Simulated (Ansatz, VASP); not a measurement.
## PN in VASP and in Ansatz

The input INCAR:

```
ALGO = Normal
EDIFF = 1E-6
EDIFFG = -0.04
ENCUT = 600
GGA = PE
IBRION = 2
ISIF = 3
ISMEAR = 0
IVDW = 12
LASPH = True
LCHARG = False
LREAL = False
LWAVE = False
NELM = 80
NSW = 90
PREC = Accurate
SIGMA = 0.1
```

KPOINTS

```
k-points
0
Gamma
  6 6 6
```

Contents of POSCAR:

```
PN
1.0
    2.6573697586      0.0000000000      0.0000000000
    0.0000000000      2.6573697586      0.0000000000
    0.0000000000      0.0000000000      2.6270088182
P N
1 1
Direct
    0.0000000000      0.0000000000      0.5000000000
    0.5000000000      0.5000000000      0.5000000000
```

Input for Ansatz:

```yaml
crystal:
  lattice:
    - [2.6573697586, 0.0, 0.0]
    - [0.0, 2.6573697586, 0.0]
    - [0.0, 0.0, 2.6270088182]
  atoms:
    - { symbol: P, position: [0.0, 0.0, 0.5] }
    - { symbol: "N", position: [0.5, 0.5, 0.5] }
basis:
  ecutwfc: 420
kpoints:
  mp_grid: { grid: [6, 6, 6] }
hamiltonian:
  xc: pbe
  dispersion: d3bj
scf:
  occupations: { method: gaussian, width: 0.1 }
  lower_state_search: "off"
output:
  forces: true
  stress: true
  eigenvalues: true
relax:
  adjacent_minimum: "off"
  f_tol: 0.04
  max_steps: 70
  cell: { stress_tol: 0.4 }
```

Alike in both runs: task relaxation of cell and atoms; functional PBE; dispersion D3(BJ); k mesh 6 × 6 × 6; occupations gaussian, width 0.1 eV; no spin polarisation.

```csv
,VASP,Ansatz
version,VASP 6.6.1,Ansatz 0.2.0
potentials or method,"VASP PAW PBE potentials, release 64 (P, N), cutoff 600 eV","scalar-relativistic, plane waves, PAW"
valence electrons in the cell,10,10
```

VASP gave:

```
gap on the k mesh at the Fermi level, each at its own relaxed structure (eV) : none
relaxed volume (Å³/atom)                                                     : 9.24
relaxed cell length with the largest relative difference (Å)                 : 2.632
```

**Question.** Which values does Ansatz return?

**Answer.** gap on the k mesh at the Fermi level, each at its own relaxed structure (eV): none; relaxed volume (Å³/atom): 9.31; relaxed cell length with the largest relative difference (Å): 2.642.

A gap of «none» marks a metal or a gap that the smearing closes.

The k mesh is coarse, so the values compare programs but aren't converged.
